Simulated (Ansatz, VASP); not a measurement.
## Ge: VASP beside Ansatz

Contents of INCAR:

```
SYSTEM = Ge
PREC = Accurate
ENCUT = 520
EDIFF = 1E-6
ISMEAR = -1
SIGMA = 0.05
LREAL = .FALSE.
LASPH = .TRUE.
NELM = 150
ALGO = Normal
ISIF = 2
LWAVE = .FALSE.
LCHARG = .FALSE.
MAGMOM = 0 0 0 0 0 0 0 0 0 0 0 0
LORBIT = 11
LSORBIT = .TRUE.
GGA_COMPAT = .FALSE.
LORBMOM = .TRUE.
GGA = PS
NBANDS = 70
```

The input KPOINTS:

```
Automatic mesh
0
G
  6 6 3
  0 0 0
```

File POSCAR:

```
Ge
1.0
    3.9975858431      0.0000000000      0.0000000000
   -1.9987929216      3.4620108940      0.0000000000
    0.0000000000      0.0000000000      6.5993779500
Ge
4
Direct
    0.3333333333      0.6666666667      0.9370987500
    0.6666666667      0.3333333333      0.4370987500
    0.3333333333      0.6666666667      0.5629012500
    0.6666666667      0.3333333333      0.0629012500
```

Contents of input.yaml:

```yaml
crystal:
  lattice:
    - [3.9975858431, 0.0, 0.0]
    - [-1.9987929216, 3.462010894, 0.0]
    - [0.0, 0.0, 6.59937795]
  atoms:
    - { symbol: Ge, position: [0.3333333333, 0.6666666667, 0.93709875] }
    - { symbol: Ge, position: [0.6666666667, 0.3333333333, 0.43709875] }
    - { symbol: Ge, position: [0.3333333333, 0.6666666667, 0.56290125] }
    - { symbol: Ge, position: [0.6666666667, 0.3333333333, 0.06290125] }
kpoints:
  mp_grid: { grid: [6, 6, 3] }
  band_path:
    path:
      - [0.0, 0.0, 0.0]
      - [0.5, 0.0, 0.0]
      - [0.3333333333, 0.3333333333, 0.0]
      - [0.0, 0.0, 0.0]
      - [0.0, 0.0, 0.5]
      - [0.5, 0.0, 0.5]
      - [0.3333333333, 0.3333333333, 0.5]
      - [0.0, 0.0, 0.5]
    npoints: 6
scf:
  occupations: { method: fermi_dirac, width: 0.05 }
hamiltonian:
  xc: pbesol
  pseudopotentials: { kind: all_electron, lapw: { basis_error: 0.002 } }
magnetization:
  noncollinear: true
  spin_orbit: true
output:
  forces: true
  stress: true
  eigenvalues: true
```

Alike in both runs: functional PBEsol; k mesh 6 × 6 × 3; occupations fermi-dirac, width 0.05 eV; non-collinear spin, spin-orbit coupling.

|  | VASP | Ansatz |
| --- | --- | --- |
| version | VASP 6.6.1 | Ansatz 0.2.0 |
| potentials or method | VASP PAW PBE potentials, release 64 (Ge_d), cutoff 520 eV | all-electron LAPW, relativistic spinors |
| task | single point | band structure |

|  | VASP | Ansatz | Ansatz less VASP |
| --- | --- | --- | --- |
| pressure (GPa) | 0.0 | 0.1 | +0.08 |
| traceless stress, the component that is largest in VASP (GPa) | -0.36 | -0.36 | 0.000 |
| rms of the force components (eV/Å) | 0.005 | 0.004 | -0.0002 |

VASP's potentials were made for PBE, not for PBEsol. Atom by atom the forces differ by 0.000 eV/Å (rms over components). Ansatz ran all-electron here, and VASP with PAW potentials.
